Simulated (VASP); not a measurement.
# SnO2 in VASP: notebook, part 2 of 2

VASP 6.6.1. The steps go on from the part before.

## (3) Single point, PBE (atom 1 (Sn) moved by (-0.100, +0.000) A along x and z)

Input file INCAR:

```
PREC     = Accurate       # precision mode
ENCUT    = 520            # plane-wave cutoff, eV
EDIFF    = 1E-6           # SCF threshold, eV
ISMEAR   = 0              # smearing method
SIGMA    = 0.05           # smearing width, eV
LREAL    = False          # projectors in reciprocal space
LASPH    = True           # aspherical terms in the spheres
NELM     = 100            # most SCF steps
ALGO     = Normal         # electronic algorithm
ISIF     = 2              # what is computed and relaxed
LWAVE    = False          # write WAVECAR
LCHARG   = True           # write CHGCAR
GGA      = PE             # functional
LELF     = True           # ELF
LVHAR    = True         
NBANDS   = 35             # bands
```

Input file KPOINTS:

```
Automatic mesh
0
Gamma
  6 6 8
```

Input file POSCAR:

```
SnO2
1.0
    4.8277049961      0.0000000000      0.0000000000
    0.0000000000      4.8277049961      0.0000000000
    0.0000000000      0.0000000000      3.2379909406
Sn O
2 4
Direct
   -0.0207137760      0.0000000000      0.0000000000
    0.5000000000      0.5000000000      0.5000000000
    0.3066050863      0.3066050863      0.0000000000
    0.1933949137      0.8066050863      0.5000000000
    0.6933949137      0.6933949137      0.0000000000
    0.8066050863      0.1933949137      0.5000000000
```

Potentials or basis: VASP PAW PBE potentials, release 64 (Sn_d, O).

Run with:

```console
$ cat potpaw_PBE.64/Sn_d/POTCAR potpaw_PBE.64/O/POTCAR > POTCAR
$ mpirun -np 1 vasp_std > vasp.out
```

OUTCAR:

```text
PREC = Accurate
   ENCUT = 520
   EDIFF = 1E-6
   ISMEAR = 0
   LREAL = False
   LASPH = True
   NELM = 100
   ISIF = 2
   GGA = PE

 ion  position               nearest neighbor table
   1  0.979  0.000  0.000-   5 2.02   6 2.05   6 2.05   4 2.14   4 2.14   3 2.17   2 3.72   2 3.72
                             2 3.72   2 3.72
   2  0.500  0.500  0.500-   3 2.09   5 2.09   3 2.09   5 2.09   4 2.09   6 2.09   1 3.72   1 3.72
                             1 3.72   1 3.72
   3  0.307  0.307  0.000-   2 2.09   2 2.09   1 2.17
   4  0.193  0.807  0.500-   2 2.09   1 2.14   1 2.14
   5  0.693  0.693  0.000-   1 2.02   2 2.09   2 2.09
   6  0.807  0.193  0.500-   1 2.05   1 2.05   2 2.09

  LATTYP: Found a simple tetragonal cell.
 ALAT       =     4.8277049961
 C/A-ratio  =     0.6707101911

  Lattice vectors:

 A1 = (   4.8277049961,   0.0000000000,   0.0000000000)
 A2 = (   0.0000000000,   4.8277049961,   0.0000000000)
 A3 = (   0.0000000000,   0.0000000000,   3.2379909406)

Analysis of symmetry for initial positions (statically):
=====================================================================
 Subroutine PRICEL returns:
 Original cell was already a primitive cell.

 Routine SETGRP: Setting up the symmetry group for a
 simple tetragonal supercell.

 Subroutine GETGRP returns: Found  2 space group operations
 (whereof  2 operations were pure point group operations)
 out of a pool of 16 trial point group operations.

The static configuration has the point symmetry C_1h.

Analysis of symmetry for dynamics (positions and initial velocities):
=====================================================================
 Subroutine PRICEL returns:
 Original cell was already a primitive cell.

 Routine SETGRP: Setting up the symmetry group for a
 simple tetragonal supercell.

 Subroutine GETGRP returns: Found  2 space group operations
 (whereof  2 operations were pure point group operations)
 out of a pool of 16 trial point group operations.

The dynamic configuration has the point symmetry C_1h.

 Subroutine INISYM returns: Found  2 space group operations
 (whereof  2 operations are pure point group operations),
 and found     1 'primitive' translations

----------------------------------------------------------------------------------------

                                     Primitive cell

  volume of cell :      75.4670

  direct lattice vectors                    reciprocal lattice vectors
     4.827704996  0.000000000  0.000000000     0.207137760  0.000000000  0.000000000
     0.000000000  4.827704996  0.000000000     0.000000000  0.207137760  0.000000000
     0.000000000  0.000000000  3.237990941     0.000000000  0.000000000  0.308833477

  length of vectors
     4.827704996  4.827704996  3.237990941     0.207137760  0.207137760  0.308833477

  position of ions in fractional coordinates (direct lattice)
     0.979286224  0.000000000  0.000000000
     0.500000000  0.500000000  0.500000000
     0.306605086  0.306605086  0.000000000
     0.193394914  0.806605086  0.500000000
     0.693394914  0.693394914  0.000000000
     0.806605086  0.193394914  0.500000000

  ion indices of the primitive-cell ions
   primitive index   ion index
[... 26 lines left out ...]
     0.000000000  0.000000000  0.000000000

 Subroutine IBZKPT returns following result:
 ===========================================

 Found    100 irreducible k-points:

 Following reciprocal coordinates:
            Coordinates               Weight
  0.000000  0.000000  0.000000      1.000000
  0.166667  0.000000  0.000000      2.000000
  0.000000  0.166667  0.000000      2.000000
  0.333333  0.000000  0.000000      2.000000
  0.000000  0.333333  0.000000      2.000000
  0.500000  0.000000  0.000000      1.000000
[... 16 lines left out ...]
  0.000000  0.166667  0.125000      4.000000
  0.333333  0.000000  0.125000      4.000000
 [... further k-points ...]
   k-points           NKPTS =    100   k-points in BZ     NKDIM =    100   number of bands    NBANDS=     35
   number of dos      NEDOS =    301   number of ions     NIONS =      6
   total plane-waves  NPLWV =  31104
   dimension x,y,z NGX =    36 NGY =   36 NGZ =   24
   dimension x,y,z NGXF=    72 NGYF=   72 NGZF=   48
   ions per type =               2   4
   NGX,Y,Z   is equivalent  to a cutoff of  12.40, 12.40, 12.32 a.u.
   NGXF,Y,Z  is equivalent  to a cutoff of  24.79, 24.79, 24.64 a.u.
 SYSTEM =  unknown system
   PREC   = accura    normal or accurate (medium, high low for compatibility)
   ISTART =      0    job   : 0-new  1-cont  2-samecut
   ICHARG =      2    charge: 1-file 2-atom 10-const
   ISPIN  =      1    spin polarized calculation?
   LNONCOLLINEAR =      F non collinear calculations
   LSORBIT =      F    spin-orbit coupling
   LASPH  =      T    aspherical Exc in radial PAW
   ENCUT  =  520.0 eV  38.22 Ry    6.18 a.u.   8.98  8.98  6.02*2*pi/ulx,y,z
   NELM   =    100;   NELMIN=  2; NELMDL= -5     # of ELM steps
   EDIFF  = 0.1E-05   stopping-criterion for ELM
   LREAL  =      F    real-space projection
   EDIFFG = 0.1E-04   stopping-criterion for IOM
   NSW    =      0    number of steps for IOM
   IBRION =     -1    ionic relax: 0-MD 1-quasi-New 2-CG
   NFREE  =      0    steps in history (QN), initial steepest desc. (CG)
   ISIF   =      2    stress and relaxation
   ISYM   =      2    0-nonsym 1-usesym 2-fastsym
   POTIM  = 0.5000    time-step for ionic-motion
   TEBEG  =    0.0;   TEEND  =   0.0 temperature during run
   PSTRESS=    0.0 pullay stress
   NELECT =      52.0000    total number of electrons
   NUPDOWN=      -1.0000    fix difference up-down
   EMIN   =  10.00;   EMAX   =-10.00  energy-range for DOS
   EFERMI =   0.00;   METHOD = LEGACY
   ISMEAR =     0;   SIGMA  =   0.05  broadening in eV -4-tet -1-fermi 0-gaus
   EFERMI_NEDOS =   21; number of points for ismear=-14 and -15
   IALGO  =     38    algorithm
   IMIX   =      4    mixing-type and parameters
     AMIX     =   0.40;   BMIX     =  1.00
     AMIX_MAG =   1.60;   BMIX_MAG =  1.00
  volume/ion in A,a.u.               =      12.58        84.88
  Fermi-wavevector in a.u.,A,eV,Ry     =   1.445962  2.732472 28.447149  2.090806
  Thomas-Fermi vector in A             =   2.564085
   LORBIT       =      0    0 simple, 1 ext, 2 COOP (PROOUT), +10 PAW based schemes
   GGA     = PE    functional components
   LHFCALC =     F    Hartree Fock is set to
   AEXX    =    0.0000 exact exchange contribution
   IVDW    =     0    specifies the selected vdW correction
   LEPSILON=     F    determine dielectric tensor
   LRPA    =     F    only Hartree local field effects (RPA)
 non-spin polarized calculation
 Gauss-broadening in eV      SIGMA  =   0.05
  energy-cutoff  :      520.00
  volume of cell :       75.47
 maximum number of plane-waves:      2068
   NGX = 17   NGY = 17   NGZ = 13

 number of electron      51.9999993 magnetization

 Free energy of the ion-electron system (eV)
  ---------------------------------------------------
  ext. energy  EPLUGINS =         0.00000000
  ---------------------------------------------------
  free energy    TOTEN  =       -37.20463222 eV

  energy without entropy =      -37.20463222  energy(sigma->0) =      -37.20463222

 E-fermi :   5.9040     XC(G=0): -10.9758

 val. band max:        5.6188155355   @ k =   0.0000   0.0000   0.0000
 cond. band min:       6.1931307568   @ k =   0.0000   0.0000   0.0000
 fundamental gap:      0.5743152214
 Fermi energy:         5.9040027996

 k-point     1 :       0.0000    0.0000    0.0000
  band No.  band energies     occupation
      1     -15.5438      2.00000
      2     -14.8632      2.00000
      3     -14.6616      2.00000
      4     -14.6415      2.00000
      5     -14.6222      2.00000
      6     -14.5727      2.00000
[... 901 lines left out ...]
     34      17.5553      0.00000
     35      17.7394      0.00000

 [... further k-points ...]
[... 5 lines left out ...]
  --------------------------------------------------------------------------------------
  -------------------------------------------------------------------------------------
  Total        0.2223360      0.6759872      0.6606532      0.2549765      0.0000000      0.0000000
  in kB        4.7202315     14.3513240     14.0257805      5.4131958      0.0000000      0.0000000
  external PRESSURE =      11.0324453 kB  Pullay stress =       0.0000000 kB

 VOLUME and BASIS-vectors are now :
 -----------------------------------------------------------------------------
  energy-cutoff  :      520.00
  volume of cell :       75.47
      direct lattice vectors                 reciprocal lattice vectors
     4.827704996  0.000000000  0.000000000     0.207137760  0.000000000  0.000000000
     0.000000000  4.827704996  0.000000000     0.000000000  0.207137760  0.000000000
     0.000000000  0.000000000  3.237990941     0.000000000  0.000000000  0.308833477

 POSITION                                       TOTAL-FORCE (eV/Angst)
 -----------------------------------------------------------------------------------
      4.72770      0.00000      0.00000         2.123772     -0.134853      0.000000
      2.41385      2.41385      1.61900        -0.874016      0.000094      0.000000
      1.48020      1.48020      0.00000        -0.134600     -0.215160      0.000000
      0.93365      3.89405      1.61900        -0.400267      0.299371      0.000000
      3.34751      3.34751      0.00000        -0.268743     -0.357869      0.000000
      3.89405      0.93365      1.61900        -0.446145      0.408418      0.000000
 -----------------------------------------------------------------------------------
    total drift:                               -0.000129     -0.000212     -0.000000

  FREE ENERGIE OF THE ION-ELECTRON SYSTEM (eV)
  ---------------------------------------------------
  free  energy   TOTEN  =       -37.2046322217 eV

  energy  without entropy=      -37.2046322217  energy(sigma->0) =      -37.20463222
```

It took 2 min on 1 thread of Intel Xeon Platinum 8488C (Sapphire Rapids), shared host; peak memory 0.32 GiB.

What came out:

```yaml
Free_energy: -37.2046 eV
Pressure: 1.1 GPa
Largest_force: 2.128 eV/Å
Band_gap_on_the_k_mesh: 0.57 eV, direct
```

Forces on the atoms (eV/Å):
```
Sn   2.124 -0.135  0.000
Sn  -0.874  0.000  0.000
O   -0.135 -0.215  0.000
O   -0.400  0.299  0.000
O   -0.269 -0.358  0.000
O   -0.446  0.408  0.000
```

Stress tensor (GPa, compression positive):
```
0.47 0.54 0.00
0.54 1.44 0.00
0.00 0.00 1.40
```

Levels at points of the mesh, in eV from the valence-band top:
| k point | band 22 | band 23 | band 24 | band 25 | band 26 | band 27 | band 28 | band 29 | band 30 | band 31 |
| --- | --- | --- | --- | --- | --- | --- | --- | --- | --- | --- |
| (0.00, 0.00, 0.00) | -1.32 | -1.19 | -0.91 | -0.81 | 0.00 | 0.57 | 5.47 | 5.97 | 6.08 | 10.04 |
| (0.50, 0.00, 0.00) | -1.89 | -1.44 | -1.06 | -1.00 | -0.39 | 3.75 | 3.81 | 6.63 | 6.79 | 10.28 |
| (0.00, 0.50, 0.00) | -1.96 | -1.30 | -1.17 | -0.72 | -0.62 | 3.75 | 3.79 | 6.70 | 6.73 | 10.30 |
| (0.50, 0.50, 0.00) | -1.99 | -1.39 | -1.30 | -0.91 | -0.88 | 4.16 | 4.17 | 7.05 | 7.06 | 10.39 |
| (0.00, 0.00, 0.50) | -2.61 | -1.80 | -1.74 | -1.16 | -1.08 | 5.48 | 5.49 | 9.16 | 9.24 | 10.24 |
| (0.50, 0.00, 0.50) | -1.80 | -1.08 | -1.07 | -0.81 | -0.76 | 5.74 | 5.75 | 7.51 | 7.52 | 10.42 |
| (0.00, 0.50, 0.50) | -1.77 | -1.21 | -1.19 | -0.71 | -0.68 | 5.74 | 5.74 | 7.51 | 7.52 | 10.35 |
| (0.50, 0.50, 0.50) | -2.31 | -1.23 | -1.13 | -0.73 | -0.63 | 4.26 | 4.26 | 8.51 | 8.51 | 10.27 |

Caveat: the cell differs from its parent crystal (atom 1 (Sn) moved by (-0.100, +0.000) A along x and z); spin-orbit coupling is left out, which moves the levels of the heavy elements; forces of over 1 eV/Å act on the atoms, so gaps and moduli don't describe the material at rest.
